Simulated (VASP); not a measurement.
Wanted: the native input for a VASP 6.6.1 run.

```yaml
Task: single point
Functional: PBE
Potentials_or_basis: VASP PAW PBE potentials, release 64 (Re_sv_GW, S)
Cutoff: 500 eV
k_mesh: 14 × 14 × 14
Occupations: gaussian, width 0.1 eV
Spin: collinear spin
Starting_moments: "[3.5, 0.0] μB"
Dipole_correction: no
Further_INCAR_settings: ALGO = Normal; EDIFF = 1e-06; NBANDS = 22
```

The structure of ReS lies in POSCAR:

```
ReS
1.0
    0.0000000000      2.3942221231      2.3942221231
    2.3942221231      0.0000000000      2.3942221231
    2.3942221231      2.3942221231      0.0000000000
Re S
1 1
Direct
    0.0000000000      0.0000000000      0.0000000000
    0.5000000000      0.5000000000      0.5000000000
```

The input as run:

INCAR

```
SYSTEM = ReS
ALGO     = Normal         ! electronic algorithm
EDIFF    = 1E-6           ! SCF threshold, eV
ENCUT    = 500            ! plane-wave cutoff, eV
GGA      = PE             ! functional
GGA_COMPAT= .False.      
ISIF     = 2              ! what is computed and relaxed
ISMEAR   = 0              ! smearing method
ISPIN    = 2              ! spin polarisation
LASPH    = .True.         ! aspherical terms in the spheres
LCHARG   = .False.        ! write CHGCAR
LMAXMIX  = 4              ! l up to which the mixer works
LORBIT   = 11             ! projections on sites
LREAL    = .False.        ! projectors in reciprocal space
LWAVE    = .False.        ! write WAVECAR
MAGMOM   = 3.5 0          ! initial moments
NBANDS   = 22             ! bands
NELM     = 200            ! most SCF steps
PREC     = Accurate       ! precision mode
SIGMA    = 0.1            ! smearing width, eV
```

KPOINTS

```
k-points
0
Gamma
  14 14 14
  0 0 0
```

Potentials or basis: VASP PAW PBE potentials, release 64 (Re_sv_GW, S).

Launch:

```sh
$ cat potpaw_PBE.64/Re_sv_GW/POTCAR potpaw_PBE.64/S/POTCAR > POTCAR
$ mpirun -np 1 vasp_std > vasp.out
```

It gave:

The pressure is 18.8 GPa, the net moment is 0.00 μB per cell and the valence electrons inside the program's atomic spheres are Re 14.02; S 3.71.

Caveat: the cell stands under pressure.

Wall time 2.5 min on 1 thread of AMD EPYC 7R13 Processor (Zen 3), with other jobs on the host, peak memory 0.22 GiB.
